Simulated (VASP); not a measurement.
Crystal: MgS.

```
Mg S
1.0
     0.00000    2.83088    2.83088
     2.83088    0.00000    2.83088
     2.83088    2.83088    0.00000
Mg S
1 1
Direct
  0.00000 0.00000 0.00000
  0.25000 0.25000 0.25000
```

Base run:

```yaml
Program: VASP 6.6.1
Functional: HF
Potentials_or_basis: VASP PAW PBE potentials, release 64 (Mg, S)
Cutoff: 520 eV
k_mesh: 6 × 6 × 6
Occupations: gaussian, width 0.01 eV
Spin: no spin polarisation
```

Its results: band gap on the k mesh 11.00 eV; pressure 2.1 GPa.

**Question.** The run is repeated on the same cell with these changes: functional from HF to PBE; k mesh from 6 × 6 × 6 to 4 × 4 × 4. What comes out?

**Answer.** Band gap on the k mesh 3.45 eV; pressure 1.0 GPa.

Several settings changed at once.

Caveats: some runs use coarse meshes; the PAW data sets were made with another functional, which shifts forces and pressure a little (at least some runs).

A k mesh can miss the band edges.
